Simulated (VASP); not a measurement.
Here is a VASP 6.6.1 calculation.

INCAR

```
ALGO = Normal
EDIFF = 1E-6
EDIFFG = -0.01
ENCUT = 600
GGA = PS
IBRION = 2
ISIF = 3
ISMEAR = -1
LASPH = T
LCHARG = F
LREAL = F
LWAVE = F
NELM = 80
NSW = 60
PREC = Accurate
PSTRESS = 100.0
SIGMA = 0.05
```

Contents of KPOINTS:

```
k-points
0
Gamma
  13 13 13
```

File POSCAR:

```
Br
1.0
   -1.2867684050      1.7199972000      3.5779911600
    1.2867684050     -1.7199972000      3.5779911600
    1.2867684050      1.7199972000     -3.5779911600
Br
1
Direct
    0.0000000000      0.0000000000      0.0000000000
```

Potentials or basis: VASP PAW PBE potentials, release 64 (Br).

Launch:

```console
$ cat potpaw_PBE.64/Br/POTCAR > POTCAR
$ mpirun -np 1 vasp_std > vasp.out
```

Question: What does it give for the relaxed cell?

Answer: a = 3.496 Å, b = 3.496 Å, c = 3.496 Å, α = 138.32°, β = 127.31°, γ = 69.33°.

Question: Predict the band gap on the k mesh.

Answer: Zero (an odd number of electrons rules out a gap without spin polarisation).

Question: What does it give for the relaxed volume?

Answer: 22.20 Å³/atom.

Final structure:
```
Br
1.0
    -1.24371    1.55163    2.87568
     1.24371   -1.55163    2.87568
     1.24371    1.55163   -2.87568
Br
1
Direct
  0.00000 0.00000 0.00000
```

Caveat: the cell is relaxed towards a set pressure, so the run minimises the enthalpy, not the energy; the volume moved by over 15 % at a fixed basis, so the end points are rough; the PAW data sets were made with another functional, which shifts forces and pressure a little; an odd number of electrons without spin polarisation forces a metal; a magnetic or distorted state may lie lower.
